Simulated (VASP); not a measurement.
# Mg2Si (R-3m) in VASP: single point with HSE06

Aim: the single point of Mg2Si with HSE06.

Everything below comes from runs of VASP 6.6.1. Logs are shortened: lines on timing, memory, paths and dates and some standing lists are left out, and cuts for length are marked.

**1. The cell of the first run**

Symmetry: R-3m, No. 166, trigonal system. Conventional cell: a = 4.504 Å, b = 4.504 Å, c = 10.952 Å, α = 90.00°, β = 90.00°, γ = 120.00°. Within 3.6 Å of Si (site symmetry -3m) lie 8 Mg at 2.74 to 2.76 Å. Within 3.6 Å of Mg (site symmetry 3m) lie 4 Si at 2.74 to 2.76 Å and 6 Mg at 3.17 to 3.18 Å.

**2. Single point, HSE06 (epitaxial 111 strain +0.5%)**

Contents of POSCAR:

```
Mg2Si
1.0
   -0.0155006302      3.1693073725      3.1693073725
    3.1693073725     -0.0155006302      3.1693073725
    3.1693073725      3.1693073725     -0.0155006302
Si Mg
1 2
Direct
    0.0000000000      0.0000000000      0.0000000000
    0.2501783316      0.2501783316      0.2501783316
    0.7498216684      0.7498216684      0.7498216684
```

Contents of INCAR.step1:

```
SYSTEM = Mg2Si
PREC = Accurate
ENCUT = 520
EDIFF = 1E-5
ISMEAR = 0
SIGMA = 0.01
LREAL = .FALSE.
LASPH = .TRUE.
NELM = 120
ALGO = Normal
ISIF = 2
LWAVE = .TRUE.
LCHARG = .FALSE.
NBANDS = 11
GGA = PE
GGA_COMPAT = .FALSE.
```

Contents of INCAR.step2:

```
SYSTEM = Mg2Si
PREC = Accurate
ENCUT = 520
EDIFF = 1E-6
ISMEAR = 0
SIGMA = 0.01
LREAL = .FALSE.
LASPH = .TRUE.
NELM = 120
ALGO = Normal
ISIF = 2
LWAVE = .FALSE.
LCHARG = .FALSE.
GGA = PE
LHFCALC = .TRUE.
HFSCREEN = 0.2079
PRECFOCK = Normal
NBANDS = 11
ISTART = 1
GGA_COMPAT = .FALSE.
```

Contents of KPOINTS:

```
regular mesh
0
G
  6 6 6
  0 0 0
```

Potentials or basis: VASP PAW PBE potentials, release 64 (Si, Mg).

Command:

```
cat potpaw_PBE.64/Si/POTCAR potpaw_PBE.64/Mg/POTCAR > POTCAR
cp INCAR.step1 INCAR
mpirun -np 1 vasp_std > vasp.out
cp INCAR.step2 INCAR
mpirun -np 1 vasp_std > vasp.out
```

OUTCAR:

```text
SYSTEM = Mg2Si
   PREC = Accurate
   ENCUT = 520
   EDIFF = 1E-6
   ISMEAR = 0
   LREAL = .FALSE.
   LASPH = .TRUE.
   NELM = 120
   ISIF = 2
   GGA = PE
   LHFCALC = .TRUE.
   HFSCREEN = 0.2079
   PRECFOCK = Normal
   ISTART = 1

 ion  position               nearest neighbor table
   1  0.000  0.000  0.000-   2 2.74   3 2.74   3 2.76   3 2.76   3 2.76   2 2.76   2 2.76   2 2.76

   2  0.250  0.250  0.250-   1 2.74   1 2.76   1 2.76   1 2.76   3 3.17   3 3.17   3 3.17   3 3.18
                             3 3.18   3 3.18
   3  0.750  0.750  0.750-   1 2.74   1 2.76   1 2.76   1 2.76   2 3.17   2 3.17   2 3.17   2 3.18
                             2 3.18   2 3.18

  LATTYP: Found a trigonal (rhomboedric) cell.
 ALAT       =     4.4821042728
 COS(alpha) =     0.4951032211

  Lattice vectors:

 A1 = (  -0.0155006302,   3.1693073725,   3.1693073725)
 A2 = (   3.1693073725,  -0.0155006302,   3.1693073725)
 A3 = (   3.1693073725,   3.1693073725,  -0.0155006302)

Analysis of symmetry for initial positions (statically):
=====================================================================
 Subroutine PRICEL returns:
 Original cell was already a primitive cell.

 Routine SETGRP: Setting up the symmetry group for a
 trigonal (rhombohedral) supercell.

 Subroutine GETGRP returns: Found 12 space group operations
 (whereof 12 operations were pure point group operations)
 out of a pool of 12 trial point group operations.

The static configuration has the point symmetry D_3d.

Analysis of symmetry for dynamics (positions and initial velocities):
=====================================================================
 Subroutine PRICEL returns:
 Original cell was already a primitive cell.

 Routine SETGRP: Setting up the symmetry group for a
 trigonal (rhombohedral) supercell.

 Subroutine GETGRP returns: Found 12 space group operations
 (whereof 12 operations were pure point group operations)
 out of a pool of 12 trial point group operations.

The dynamic configuration has the point symmetry D_3d.

 Subroutine INISYM returns: Found 12 space group operations
 (whereof 12 operations are pure point group operations),
 and found     1 'primitive' translations

----------------------------------------------------------------------------------------

                                     Primitive cell

  volume of cell :      64.1354

  direct lattice vectors                    reciprocal lattice vectors
    -0.015500630  3.169307373  3.169307373    -0.156610473  0.157380197  0.157380197
     3.169307373 -0.015500630  3.169307373     0.157380197 -0.156610473  0.157380197
     3.169307373  3.169307373 -0.015500630     0.157380197  0.157380197 -0.156610473

  length of vectors
     4.482104273  4.482104273  4.482104273     0.272146823  0.272146823  0.272146823

  position of ions in fractional coordinates (direct lattice)
     0.000000000  0.000000000  0.000000000
     0.250178332  0.250178332  0.250178332
     0.749821668  0.749821668  0.749821668

  ion indices of the primitive-cell ions
   primitive index   ion index
                 1           1
                 2           2
                 3           3

----------------------------------------------------------------------------------------

 KPOINTS: regular mesh

Automatic generation of k-mesh.
 Grid dimensions read from file:
 generate k-points for:    6    6    6

 Generating k-lattice:

  Cartesian coordinates                     Fractional coordinates (reciprocal lattice)
    -0.026101746  0.026230033  0.026230033     0.166666667  0.000000000 -0.000000000
     0.026230033 -0.026101746  0.026230033     0.000000000  0.166666667 -0.000000000
     0.026230033  0.026230033 -0.026101746     0.000000000  0.000000000  0.166666667

  Length of vectors
     0.045357804  0.045357804  0.045357804

  Shift w.r.t. Gamma in fractional coordinates (k-lattice)
     0.000000000  0.000000000  0.000000000

 Subroutine IBZKPT returns following result:
 ===========================================

 Found     32 irreducible k-points:

 Following reciprocal coordinates:
            Coordinates               Weight
  0.000000  0.000000  0.000000      1.000000
  0.166667 -0.000000 -0.000000      6.000000
  0.333333  0.000000  0.000000      6.000000
  0.500000 -0.000000 -0.000000      3.000000
  0.166667  0.166667  0.000000      6.000000
  0.333333  0.166667  0.000000     12.000000
[... 16 lines left out ...]
  0.500000  0.500000  0.166667      6.000000
 -0.333333  0.500000  0.166667     12.000000
 [... further k-points ...]
   k-points           NKPTS =     32   k-points in BZ     NKDIM =    216   number of bands    NBANDS=     11
   number of dos      NEDOS =    301   number of ions     NIONS =      3
   total plane-waves  NPLWV =  46656
   dimension x,y,z NGX =    36 NGY =   36 NGZ =   36
   dimension x,y,z NGXF=    72 NGYF=   72 NGZF=   72
   ions per type =               1   2
   NGX,Y,Z   is equivalent  to a cutoff of  13.35, 13.35, 13.35 a.u.
   NGXF,Y,Z  is equivalent  to a cutoff of  26.71, 26.71, 26.71 a.u.
 SYSTEM =  Mg2Si
   PREC   = accura    normal or accurate (medium, high low for compatibility)
   ISTART =      1    job   : 0-new  1-cont  2-samecut
   ICHARG =      0    charge: 1-file 2-atom 10-const
   ISPIN  =      1    spin polarized calculation?
   LNONCOLLINEAR =      F non collinear calculations
   LSORBIT =      F    spin-orbit coupling
   LASPH  =      T    aspherical Exc in radial PAW
   ENCUT  =  520.0 eV  38.22 Ry    6.18 a.u.   8.33  8.33  8.33*2*pi/ulx,y,z
   NELM   =    120;   NELMIN=  2; NELMDL=  0     # of ELM steps
   EDIFF  = 0.1E-05   stopping-criterion for ELM
   LREAL  =      F    real-space projection
   EDIFFG = 0.1E-04   stopping-criterion for IOM
   NSW    =      0    number of steps for IOM
   IBRION =     -1    ionic relax: 0-MD 1-quasi-New 2-CG
   NFREE  =      0    steps in history (QN), initial steepest desc. (CG)
   ISIF   =      2    stress and relaxation
   ISYM   =      3    0-nonsym 1-usesym 2-fastsym
   POTIM  = 0.5000    time-step for ionic-motion
   TEBEG  =    0.0;   TEEND  =   0.0 temperature during run
   PSTRESS=    0.0 pullay stress
   NELECT =       8.0000    total number of electrons
   NUPDOWN=      -1.0000    fix difference up-down
   EMIN   =  10.00;   EMAX   =-10.00  energy-range for DOS
   EFERMI =   0.00;   METHOD = LEGACY
   ISMEAR =     0;   SIGMA  =   0.01  broadening in eV -4-tet -1-fermi 0-gaus
   EFERMI_NEDOS =   21; number of points for ismear=-14 and -15
   IALGO  =     38    algorithm
   IMIX   =      1    mixing-type and parameters
     AMIX     =   0.40;   BMIX     =  1.00
     AMIX_MAG =   1.60;   BMIX_MAG =  1.00
  volume/ion in A,a.u.               =      21.38       144.27
  Fermi-wavevector in a.u.,A,eV,Ry     =   0.817973  1.545745  9.103384  0.669080
  Thomas-Fermi vector in A             =   1.928517
   LORBIT       =      0    0 simple, 1 ext, 2 COOP (PROOUT), +10 PAW based schemes
   GGA     = PE    functional components
   LHFCALC =     T    Hartree Fock is set to
   PRECFOCK=normal    Normal, Fast or Accurate (Low or Medium for compatibility)
   ENCUT4O =  -1.0   cutoff for four orbital integrals eV
   NKREDX  =     1    reduce k-point grid by
   NKREDY  =     1    reduce k-point grid by
   NKREDZ  =     1    reduce k-point grid by
   AEXX    =    0.2500 exact exchange contribution
   HFSCREEN=    0.2079 screening length (either q_TF or 0.3 A-1)
   HFSCREENC=   0.2079 screening length for correlation (either q_TF or 0.3 A-1)
   ENCUTFOCK=  -1.0 apply spherical cutoff to Coloumb kernel
   IVDW    =     0    specifies the selected vdW correction
   LEPSILON=     F    determine dielectric tensor
   LRPA    =     F    only Hartree local field effects (RPA)
 non-spin polarized calculation
 Gauss-broadening in eV      SIGMA  =   0.01
  energy-cutoff  :      520.00
  volume of cell :       64.14
 maximum number of plane-waves:      1765
 NGX is ok and might be reduce to    36
  NGX = 28; NGY = 28; NGZ = 28

 number of electron       8.0000000 magnetization

 Free energy of the ion-electron system (eV)
  ---------------------------------------------------
  ext. energy  EPLUGINS =         0.00000000
  ---------------------------------------------------
  free energy    TOTEN  =        -9.87436847 eV

  energy without entropy =       -9.87436847  energy(sigma->0) =       -9.87436847

 E-fermi :   3.4051     XC(G=0):  -7.3380

 val. band max:        3.3653763540   @ k =   0.0000   0.0000   0.0000
 cond. band min:       3.9089523539   @ k =   0.5000   0.5000  -0.0000
 fundamental gap:      0.5435759999
 Fermi energy:         3.4050544748

 k-point     1 :       0.0000    0.0000    0.0000
  band No.  band energies     occupation
      1      -6.8958      2.00000
      2       3.3284      2.00000
      3       3.3284      2.00000
      4       3.3654      2.00000
      5       5.8071      0.00000
      6       6.4370      0.00000
      7       6.4370      0.00000
      8       6.5329      0.00000
      9       9.7448      0.00000
     10       9.7448      0.00000
     11      10.7245      0.00000

 k-point     2 :       0.1667   -0.0000   -0.0000
  band No.  band energies     occupation
      1      -6.6197      2.00000
      2       1.4875      2.00000
      3       3.0656      2.00000
      4       3.0933      2.00000
      5       5.8404      0.00000
      6       6.8738      0.00000
      7       6.9434      0.00000
      8       7.8172      0.00000
      9       8.9271      0.00000
     10       8.9602      0.00000
     11      10.6851      0.00000

 k-point     3 :       0.3333    0.0000    0.0000
  band No.  band energies     occupation
      1      -5.8825      2.00000
      2      -0.8210      2.00000
      3       2.7005      2.00000
      4       2.7187      2.00000
      5       5.3403      0.00000
      6       6.7191      0.00000
      7       6.7610      0.00000
      8       9.2526      0.00000
      9       9.8553      0.00000
     10       9.9401      0.00000
     11      10.8340      0.00000

 k-point     4 :       0.5000   -0.0000   -0.0000
  band No.  band energies     occupation
      1      -5.3003      2.00000
      2      -1.9636      2.00000
      3       2.5623      2.00000
      4       2.5760      2.00000
      5       5.1514      0.00000
      6       6.4365      0.00000
      7       6.4790      0.00000
      8       9.0394      0.00000
      9      12.1956      0.00000
     10      12.2851      0.00000
     11      12.4178      0.00000

 k-point     5 :       0.1667    0.1667    0.0000
  band No.  band energies     occupation
      1      -6.5253      2.00000
      2       1.7817      2.00000
      3       2.4868      2.00000
      4       2.5241      2.00000
      5       5.6306      0.00000
      6       6.6610      0.00000
      7       7.7617      0.00000
      8       7.7964      0.00000
      9       8.3232      0.00000
     10      10.1749      0.00000
     11      12.1103      0.00000
[... 211 lines left out ...]
 k-point    21 :      -0.3333    0.3333    0.1667
  band No.  band energies     occupation
      1      -4.8240      2.00000
      2      -1.1957      2.00000
      3      -0.0339      2.00000
      4       1.2085      2.00000
      5       6.1157      0.00000
      6       6.7095      0.00000
      7       8.4559      0.00000
      8       9.0618      0.00000
      9      10.1536      0.00000
     10      12.3165      0.00000
     11      13.3283      0.00000

 k-point    22 :      -0.1667    0.3333    0.1667
  band No.  band energies     occupation
      1      -5.2914      2.00000
      2      -0.6672      2.00000
      3       0.4350      2.00000
      4       1.6184      2.00000
      5       6.0826      0.00000
      6       6.3704      0.00000
      7       7.2852      0.00000
      8       9.9027      0.00000
      9      10.3796      0.00000
     10      11.9797      0.00000
     11      13.6226      0.00000

 k-point    23 :       0.5000    0.5000    0.1667
  band No.  band energies     occupation
      1      -4.8836      2.00000
      2      -1.1452      2.00000
      3       0.3906      2.00000
      4       1.3997      2.00000
      5       4.3377      0.00000
      6       5.7719      0.00000
      7       9.8039      0.00000
      8       9.8902      0.00000
      9      12.2879      0.00000
     10      12.3321      0.00000
     11      13.7047      0.00000

 k-point    24 :      -0.3333    0.5000    0.1667
  band No.  band energies     occupation
      1      -4.6254      2.00000
      2      -1.1553      2.00000
      3       0.0469      2.00000
      4       0.5792      2.00000
      5       5.5372      0.00000
      6       6.0226      0.00000
      7       9.1085      0.00000
      8       9.3112      0.00000
      9      12.4759      0.00000
     10      12.7901      0.00000
     11      13.0681      0.00000

 [... further k-points ...]
[... 5 lines left out ...]
  --------------------------------------------------------------------------------------
  -------------------------------------------------------------------------------------
  Total       -0.2729678     -0.2729678     -0.2729678      0.0936115      0.0936115      0.0936115
  in kB       -6.8190594     -6.8190594     -6.8190594      2.3385274      2.3385274      2.3385274
  external PRESSURE =      -6.8190594 kB  Pullay stress =       0.0000000 kB

 VOLUME and BASIS-vectors are now :
 -----------------------------------------------------------------------------
  energy-cutoff  :      520.00
  volume of cell :       64.14
      direct lattice vectors                 reciprocal lattice vectors
    -0.015500630  3.169307373  3.169307373    -0.156610473  0.157380197  0.157380197
     3.169307373 -0.015500630  3.169307373     0.157380197 -0.156610473  0.157380197
     3.169307373  3.169307373 -0.015500630     0.157380197  0.157380197 -0.156610473

 POSITION                                       TOTAL-FORCE (eV/Angst)
 -----------------------------------------------------------------------------------
      0.00000      0.00000      0.00000        -0.000000      0.000000     -0.000000
      1.58191      1.58191      1.58191         0.000188      0.000188      0.000188
      4.74121      4.74121      4.74121        -0.000188     -0.000188     -0.000188
 -----------------------------------------------------------------------------------
    total drift:                                0.000009      0.000013      0.000011

  FREE ENERGIE OF THE ION-ELECTRON SYSTEM (eV)
  ---------------------------------------------------
  free  energy   TOTEN  =        -9.8743684664 eV

  energy  without entropy=       -9.8743684664  energy(sigma->0) =       -9.87436847
```

Run time: 20 min. Hardware: 1 thread of Intel Xeon 6975P-C (Granite Rapids), shared host; peak memory 0.34 GiB.

What came out:

- Free energy: -9.8744 eV
- Pressure: -0.7 GPa
- Band gap on the k mesh: 0.54 eV (least direct gap 2.44 eV)

Levels at points of the mesh, in eV from the valence-band top:
```
           k point  band 2  band 3  band 4  band 5  band 6  band 7
(0.00, 0.00, 0.00)   -0.04   -0.04    0.00    2.44    3.07    3.07
(0.50, 0.00, 0.00)   -5.33   -0.80   -0.79    1.79    3.07    3.11
(0.50, 0.50, 0.00)   -4.95   -2.22   -2.17    0.54    0.83    8.83
(0.50, 0.50, 0.50)   -5.31   -0.83   -0.83    1.72    3.04    3.04
```

Caveat: the cell differs from its parent crystal (epitaxial 111 strain +0.5%); the PAW data sets were made with another functional, which shifts forces and pressure a little.
